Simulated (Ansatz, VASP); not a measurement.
## Two plane-wave programs on S

```xyz
2
Lattice="3.5033 0.0000 0.0000 -1.7517 3.0339 0.0000 0.0000 0.0000 5.6860" Properties=species:S:1:pos:R:3 pbc="T T T"
S     0.0000    2.0226    1.4215
S     1.7517    1.0113    4.2645
```

Alike in both runs: task single point; functional r2SCAN; k mesh 6 × 6 × 4; occupations gaussian, width 0.1 eV; no spin polarisation.

|  | VASP | Ansatz |
| --- | --- | --- |
| version | VASP 6.6.1 | Ansatz 0.2.0 |
| potentials or method | VASP PAW PBE potentials, release 64 (S), cutoff 520 eV | scalar-relativistic, plane waves, PAW |
| valence electrons in the cell | 12 | 12 |

|  | VASP | Ansatz | Ansatz less VASP |
| --- | --- | --- | --- |
| gap on the k mesh at the Fermi level (eV) | none | none | - |
| pressure (GPa) | -12.1 | -12.1 | +0.04 |
| traceless stress, the component that is largest in VASP (GPa) | -1.93 | -1.93 | -0.001 |

VASP's potentials were made for PBE, not for r2SCAN. A gap of «none» marks a metal or a gap that the smearing closes.
